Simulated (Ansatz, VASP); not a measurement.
## NaWSe3: VASP beside Ansatz

INCAR

```
ALGO     = Normal         # electronic algorithm
EDIFF    = 1E-6           # SCF threshold, eV
EDIFFG   = -0.04          # ionic threshold
ENCUT    = 600            # plane-wave cutoff, eV
GGA      = PE             # functional
IBRION   = 2              # ionic algorithm
ISIF     = 3              # what is computed and relaxed
ISMEAR   = 0              # smearing method
ISPIN    = 2              # spin polarisation
LASPH    = T              # aspherical terms in the spheres
LCHARG   = F              # write CHGCAR
LMAXMIX  = 4              # l up to which the mixer works
LORBIT   = 11             # projections on sites
LREAL    = F              # projectors in reciprocal space
LWAVE    = F              # write WAVECAR
MAGMOM   = 0 0 0 0 0      # initial moments
NELM     = 150            # most SCF steps
NSW      = 90             # ionic steps
PREC     = Accurate       # precision mode
SIGMA    = 0.1            # smearing width, eV
```

File KPOINTS:

```
k-points
0
Gamma
  4 4 4
```

The input POSCAR:

```
NaWSe3
1.0
    2.8002823900     -3.5636141500      0.0000000000
    2.8002823900      3.5636141500      0.0000000000
    0.0000000000      0.0000000000      5.9118093400
Na W Se
1 1 3
Direct
    0.5000000000      0.5000000000      0.5000000000
    0.0000000000      0.0000000000      0.0000000000
    0.6592951400      0.3407048600      0.0000000000
    0.3407048600      0.6592951400      0.0000000000
    0.0000000000      0.0000000000      0.5000000000
```

Input for Ansatz:

```yaml
crystal:
  lattice:
    - [2.80028239, -3.56361415, 0.0]
    - [2.80028239, 3.56361415, 0.0]
    - [0.0, 0.0, 5.91180934]
  atoms:
    - { symbol: Na, position: [0.5, 0.5, 0.5] }
    - { symbol: W, position: [0.0, 0.0, 0.0] }
    - { symbol: Se, position: [0.65929514, 0.34070486, 0.0] }
    - { symbol: Se, position: [0.34070486, 0.65929514, 0.0] }
    - { symbol: Se, position: [0.0, 0.0, 0.5] }
basis:
  ecutwfc: 420
kpoints:
  mp_grid: { grid: [4, 4, 4] }
hamiltonian:
  xc: pbe
scf:
  occupations: { method: gaussian, width: 0.1 }
  lower_state_search: "off"
output:
  forces: true
  stress: true
  eigenvalues: true
  populations: true
magnetization:
  spin_polarized: true
relax:
  adjacent_minimum: "off"
  f_tol: 0.04
  max_steps: 70
  cell: { stress_tol: 0.4 }
```

Alike in both runs: task relaxation of cell and atoms; functional PBE; k mesh 4 × 4 × 4; occupations gaussian, width 0.1 eV; collinear spin.

|  | VASP | Ansatz |
| --- | --- | --- |
| version | VASP 6.6.1 | Ansatz 0.2.0 |
| potentials or method | VASP PAW PBE potentials, release 64 (Na_pv, W_sv, Se), cutoff 600 eV | scalar-relativistic, plane waves, PAW |
| valence electrons in the cell | 39 | 71 |

```tsv
	VASP	Ansatz	Ansatz less VASP
gap on the k mesh at the Fermi level, each at its own relaxed structure (eV)	none	none	-
relaxed volume (Å³/atom)	21.51	21.45	-0.061
relaxed length of the cell vector where the two differ most in proportion (Å)	4.912	4.904	-0.0074
```

A gap of «none» marks a metal or a gap that the smearing closes. VASP's potentials hold 39 valence electrons a cell and Ansatz's 71, so a difference there can come from the potentials and not from the codes. Ansatz's warnings: no starting moments.

Spin-orbit coupling is off throughout.
